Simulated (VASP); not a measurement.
Input of a VASP 6.6.1 run:

File INCAR:

```
ALGO = Normal ; EDIFF = 1E-6
ENCUT = 600 ; GGA_COMPAT = F
ISIF = 2 ; ISMEAR = 0
LASPH = T ; LCHARG = F
LREAL = F ; LWAVE = F
NBANDS = 26 ; NELM = 120
PREC = Accurate ; SIGMA = 0.01
```

KPOINTS

```
k-points
0
Gamma
  10 10 6
```

The input POSCAR:

```
GaN
1.0
    3.1516415785      0.0000000000      0.0000000000
   -1.5758207892      2.7294016706      0.0000000000
    0.0000000000      0.0000000000      5.1383034832
Ga N
2 2
Direct
    0.3333333333      0.6666666667      0.0002024303
    0.6666666667      0.3333333333      0.5002024303
    0.3333333333      0.6666666667      0.3765975697
    0.6666666667      0.3333333333      0.8765975697
```

Potentials or basis: VASP PAW LDA potentials, release 64 (Ga_d, N).

Launch:

```sh
$ cat potpaw_LDA.64/Ga_d/POTCAR potpaw_LDA.64/N/POTCAR > POTCAR
$ mpirun -np 1 vasp_std > vasp.out
```

Problem. Predict the band gap on the k mesh.

Solution. 2.15 eV.

Problem. Estimate the pressure.

Solution. 1.0 GPa.
